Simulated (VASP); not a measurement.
Cs: single point with PBE

Crystal: Cs.

```
CELL_PARAMETERS angstrom
-3.07896 3.07896 3.07896
3.07896 -3.07896 3.07896
3.07896 3.07896 -3.07896
ATOMIC_POSITIONS crystal
Cs 0.00000 0.00000 0.00000
```

```yaml
Program: VASP 6.6.1
Task: single point
Functional: PBE
Potentials_or_basis: VASP PAW PBE potentials, release 64 (Cs_sv)
Cutoff: 520 eV
k_mesh: 10 × 10 × 10
Occupations: gaussian, width 0.1 eV
Spin: no spin polarisation
Dipole_correction: no
Further_INCAR_settings: ALGO = Normal; EDIFF = 1e-07; NBANDS = 10
```

```
Pressure : 0.0 GPa
```

Levels at points of the mesh, in eV from the Fermi level:
```tsv
k point	band 1	band 2	band 3	band 4	band 5	band 6	band 7	band 8	band 9
(0.00, 0.00, 0.00)	-23.87	-10.62	-10.62	-10.62	-1.67	2.48	2.48	2.48	3.32
(0.50, 0.00, 0.00)	-23.87	-10.75	-10.66	-10.62	0.04	0.85	1.64	3.16	3.77
(0.50, 0.50, 0.50)	-23.86	-10.71	-10.71	-10.71	0.65	0.65	2.97	2.97	2.97
```

It took 62 s on 1 thread of Intel Xeon 6975P-C, on a shared host, peak memory 0.25 GiB.

Caveat: spin-orbit coupling is left out, which moves the levels of the heavy elements.
